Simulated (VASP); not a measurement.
A run of VASP 6.6.1 is set up as follows.

The input INCAR:

```
SYSTEM = Sr
PREC     = Accurate       ! precision mode
ENCUT    = 520            ! plane-wave cutoff, eV
EDIFF    = 1E-6           ! SCF threshold, eV
ISMEAR   = 0              ! smearing method
SIGMA    = 0.15           ! smearing width, eV
LREAL    = .False.        ! projectors in reciprocal space
LASPH    = .True.         ! aspherical terms in the spheres
NELM     = 100            ! most SCF steps
ALGO     = Fast           ! electronic algorithm
ISIF     = 2              ! what is computed and relaxed
LWAVE    = .False.        ! write WAVECAR
LCHARG   = .True.         ! write CHGCAR
GGA      = PS             ! functional
LELF     = .True.         ! ELF
LVHAR    = .True.       
NBANDS   = 11             ! bands
```

Contents of KPOINTS:

```
Automatic mesh
0
Gamma
  16 16 16
  0 0 0
```

File POSCAR:

```
Sr
1.0
   -3.5645266370      2.5460904550      2.5460904550
    2.5460904550     -3.5645266370      2.5460904550
    2.5460904550      2.5460904550     -3.5645266370
Sr
1
Direct
    0.0000000000      0.0000000000      0.0000000000
```

Potentials or basis: VASP PAW PBE potentials, release 64 (Sr_sv).

The run is started by

```sh
$ cat potpaw_PBE.64/Sr_sv/POTCAR > POTCAR
$ mpirun -np 1 vasp_std > vasp.out
```

Problem. What does it give for the pressure?

Solution. 3.0 GPa.

Problem. Estimate the band gap on the k mesh.

Solution. Zero (bands 5 and 6 overlap by 0.95 eV).

Stress tensor (GPa, compression positive):
```
3.01 7.97 7.97
7.97 3.01 7.97
7.97 7.97 3.01
```

Caveat: the cell stands under pressure; the PAW data sets were made with another functional, which shifts forces and pressure a little.
